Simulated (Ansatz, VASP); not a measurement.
Two plane-wave programs on Sn3Te

```
CELL_PARAMETERS angstrom
3.73677 0.00000 0.00000
0.00000 3.73677 0.00000
0.00000 0.00000 8.14724
ATOMIC_POSITIONS crystal
Sn 0.50000 0.50000 0.75655
Sn 0.00000 0.00000 0.50000
Sn 0.50000 0.50000 0.24345
Te 0.00000 0.00000 0.00000
```

Change from the starting cell: species swapped into the Dy3Mg type (P4/mmm, No. 123).

Alike in both runs: functional PBE; k mesh 6 × 6 × 2; occupations gaussian, width 0.1 eV; no spin polarisation.

Ansatz relaxed the structure, and its values are those at the end. VASP's run is a single point on that final structure, the one shown.

```csv
,VASP,Ansatz
version,VASP 6.6.1,Ansatz 0.2.0
potentials or method,"VASP PAW PBE potentials, release 64 (Sn_d, Te), cutoff 520 eV","scalar-relativistic, plane waves, PAW"
valence electrons in the cell,48,58
```

Ansatz gave:

```
gap on the k mesh at the Fermi level (eV) : none
pressure (GPa)                            : 0.1
rms of the force components (eV/Å)        : 0.008
```

Question: Estimate VASP's values.

Answer: gap on the k mesh at the Fermi level (eV): none; pressure (GPa): 0.0; rms of the force components (eV/Å): 0.008.

A gap of «none» marks a metal or a gap that the smearing closes. VASP's potentials hold 48 valence electrons a cell and Ansatz's 58, so a difference there can come from the potentials and not from the codes.

The k mesh is coarse, so the values compare programs but aren't converged. Spin-orbit coupling is off throughout.
